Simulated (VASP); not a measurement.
Write the native input for VASP 6.6.1 that does the following.

```
Task                   : single point
Functional             : r2SCAN
Potentials or basis    : VASP PAW PBE potentials, release 64 (Ge_d)
Cutoff                 : 520 eV
k mesh                 : 20 × 20 × 18
Occupations            : gaussian, width 0.15 eV
Spin                   : no spin polarisation
Dipole correction      : no
Further INCAR settings : ALGO = Normal; EDIFF = 1e-06; NBANDS = 13
```

The system is Ge.

```
Ge
1.0
     1.39715   -2.60052    0.00000
     1.39715    2.60052    0.00000
     0.00000    0.00000    2.65776
Ge
1
Cartesian
  1.3971 0.0000 0.0000
```

This cell differs from its parent crystal: strain +0.000 along x and y, -0.015 along z.

These files were run (other wordings do the same):

POSCAR

```
Ge
1.0
    1.3971490000     -2.6005160000      0.0000000000
    1.3971490000      2.6005160000      0.0000000000
    0.0000000000      0.0000000000      2.6577575350
Ge
1
Direct
    0.5000000000      0.5000000000      0.0000000000
```

INCAR.step1

```
SYSTEM = Ge
PREC     = Accurate       ! precision mode
ENCUT    = 520            ! plane-wave cutoff, eV
ISMEAR   = 0              ! smearing method
SIGMA    = 0.15           ! smearing width, eV
LREAL    = .FALSE.        ! projectors in reciprocal space
LASPH    = .TRUE.         ! aspherical terms in the spheres
NELM     = 80             ! most SCF steps
NBANDS   = 13             ! bands
GGA      = PE             ! functional
ALGO     = Normal         ! electronic algorithm
EDIFF    = 1E-4           ! SCF threshold, eV
LWAVE    = .TRUE.         ! write WAVECAR
LCHARG   = .FALSE.        ! write CHGCAR
```

INCAR.step2

```
SYSTEM = Ge
PREC     = Accurate       ! precision mode
ENCUT    = 520            ! plane-wave cutoff, eV
EDIFF    = 1E-6           ! SCF threshold, eV
ISMEAR   = 0              ! smearing method
SIGMA    = 0.15           ! smearing width, eV
LREAL    = .FALSE.        ! projectors in reciprocal space
LASPH    = .TRUE.         ! aspherical terms in the spheres
NELM     = 80             ! most SCF steps
ALGO     = Normal         ! electronic algorithm
ISIF     = 2              ! what is computed and relaxed
LWAVE    = .FALSE.        ! write WAVECAR
LCHARG   = .FALSE.        ! write CHGCAR
METAGGA  = R2SCAN         ! meta-GGA
LMIXTAU  = .TRUE.       
NBANDS   = 13             ! bands
ISTART   = 1
```

KPOINTS

```
regular mesh
0
G
  20 20 18
  0 0 0
```

Potentials or basis: VASP PAW PBE potentials, release 64 (Ge_d).

Launch:

```bash
$ cat potpaw_PBE.64/Ge_d/POTCAR > POTCAR
$ cp INCAR.step1 INCAR
$ mpirun -np 1 vasp_std > vasp.out
$ cp INCAR.step2 INCAR
$ mpirun -np 1 vasp_std > vasp.out
```

Results of the run:

| Item | Value |
| --- | --- |
| Pressure | -2.3 GPa |
| Band gap on the k mesh | zero (bands 7 and 8 overlap by 10.48 eV) |

Caveat: the cell differs from its parent crystal (strain +0.000 along x and y, -0.015 along z); the PAW data sets were made with another functional, which shifts forces and pressure a little.

It took 3 min on 1 thread of Intel(R) Xeon(R) 6975P-C (Granite Rapids) (shared host), peak memory 0.35 GiB.
